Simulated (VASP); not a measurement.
Runs of VASP 6.6.1 on WS2. The structure is that of space group R3m (No. 160), or close to it. The cells are those of the table. 

| task | cell | k mesh | cutoff (eV) | smearing | k mesh for the DOS | occupations for the DOS | gap on the mesh (eV) | pressure (GPa) |
| --- | --- | --- | --- | --- | --- | --- | --- | --- |
| relaxation of cell and atoms | relaxed from a = 6.322 Å, angles 28.9°, 3 atoms | 12 × 12 × 12 | 600 | gaussian 0.02 eV | - | - | 0.94 | 0.0 |
| single point | a = 6.322 Å, angles 28.9°, 3 atoms | 9 × 9 × 9 | 520 | gaussian 0.1 eV | - | - | 1.07 | -0.2 |
| single point | a = 6.308 Å, angles 29.0°, 3 atoms | 12 × 12 × 12 | 520 | gaussian 0.02 eV | - | - | 0.93 | 0.0 |
| single point | a = 5.846 Å, angles 30.6°, 3 atoms | 12 × 12 × 12 | 520 | gaussian 0.02 eV | - | - | (b) | (a) |

Alike in all rows: level PBE+D3(BJ); potentials or basis VASP PAW PBE potentials, release 64 (W_sv, S); no spin polarisation.

**Question.** Estimate the missing entries.

**Answer.** (a) 11.4; (b) 0.45.

Caveats: spin-orbit coupling is left out, which moves the levels of the heavy elements.

A k mesh can miss the band edges, and the runs leave out spin-orbit coupling on W.
